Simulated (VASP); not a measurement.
TaN, 2 atoms in the cell. It takes space group Fm-3m (No. 225, cubic). Conventional cell: a = 4.312 Å, b = 4.312 Å, c = 4.312 Å, α = 90.00°, β = 90.00°, γ = 90.00°. Ta (site symmetry m-3m) has 6 N at 2.16 Å within 2.9 Å. Within 2.9 Å of N (site symmetry m-3m) lie 6 Ta at 2.16 Å. 

| Quantity | Value |
| --- | --- |
| Program | VASP 6.6.1 |
| Task | single point |
| Functional | LDA |
| Potentials or basis | VASP PAW LDA potentials, release 64 (Ta_sv_GW, N) |
| Cutoff | 600 eV |
| k mesh | 18 × 18 × 18 |
| Occupations | gaussian, width 0.15 eV |
| Spin | no spin polarisation |
| Dipole correction | no |
| Second run | valence_matched |
| Further INCAR settings | ALGO = Normal; EDIFF = 1e-06; NBANDS = 16 |

Potentials or basis: VASP PAW LDA potentials, release 64 (Ta_sv_GW, N).

Run with:

```sh
$ cat potpaw_LDA.64/Ta_sv_GW/POTCAR potpaw_LDA.64/N/POTCAR > POTCAR
$ mpirun -np 1 vasp_std > vasp.out
```

Hardware: 1 thread of Intel(R) Xeon(R) Platinum 8559C (Emerald Rapids) (shared host).

Question: Estimate the wall time of this run.

Answer: It took 22 s on 1 thread of Intel(R) Xeon(R) Platinum 8559C (Emerald Rapids), on a shared host, peak memory 0.2 GiB. Counts: scf iterations 13, k points 195.
